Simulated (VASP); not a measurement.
Here is a VASP 6.6.1 calculation.

POSCAR

```
Y
1.0
    0.0000000000      2.4455321300      2.4455321300
    2.4455321300      0.0000000000      2.4455321300
    2.4455321300      2.4455321300      0.0000000000
Y
1
Direct
    0.0000000000      0.0000000000      0.0000000000
```

Contents of INCAR.step1:

```
SYSTEM = Y
PREC = Accurate ; ENCUT = 440
EDIFF = 1E-5 ; ISMEAR = 0
SIGMA = 0.05 ; LREAL = .False.
LASPH = .True. ; NELM = 120
ALGO = Normal ; ISIF = 2
LWAVE = .True. ; LCHARG = .False.
NBANDS = 12 ; GGA = PE
GGA_COMPAT = .False.
```

The input INCAR.step2:

```
SYSTEM = Y
PREC = Accurate ; ENCUT = 440
EDIFF = 1E-6 ; ISMEAR = 0
SIGMA = 0.05 ; LREAL = .False.
LASPH = .True. ; NELM = 120
ALGO = Normal ; ISIF = 2
LWAVE = .False. ; LCHARG = .False.
METAGGA = R2SCAN ; LHFCALC = .True.
AEXX = 0.1 ; LMIXTAU = .True.
PRECFOCK = Normal ; IVDW = 13
VDW_S6 = 1.0 ; VDW_S8 = 0.8324
VDW_A1 = 0.4944 ; VDW_A2 = 5.9019
NBANDS = 12 ; ISTART = 1
GGA_COMPAT = .False.
```

The input KPOINTS:

```
regular mesh
0
Gamma
  6 6 6
  0 0 0
```

Potentials or basis: VASP PAW PBE potentials, release 64 (Y_sv).

The run is started by

```console
$ cat potpaw_PBE.64/Y_sv/POTCAR > POTCAR
$ cp INCAR.step1 INCAR
$ mpirun -np 1 vasp_std > vasp.out
$ cp INCAR.step2 INCAR
$ mpirun -np 1 vasp_std > vasp.out
```

(1) Estimate the dispersion energy per atom.

(2) Estimate the band gap on the k mesh.

(3) What does it give for the pressure?

Results:

(1) -0.101 eV.

(2) zero (an odd number of electrons rules out a gap without spin polarisation).

(3) 5.2 GPa.

Caveat: the k points lie up to 0.37 Å⁻¹ apart, too coarse for converged energies and pressures of a metal; the PAW data sets were made with another functional, which shifts forces and pressure a little.
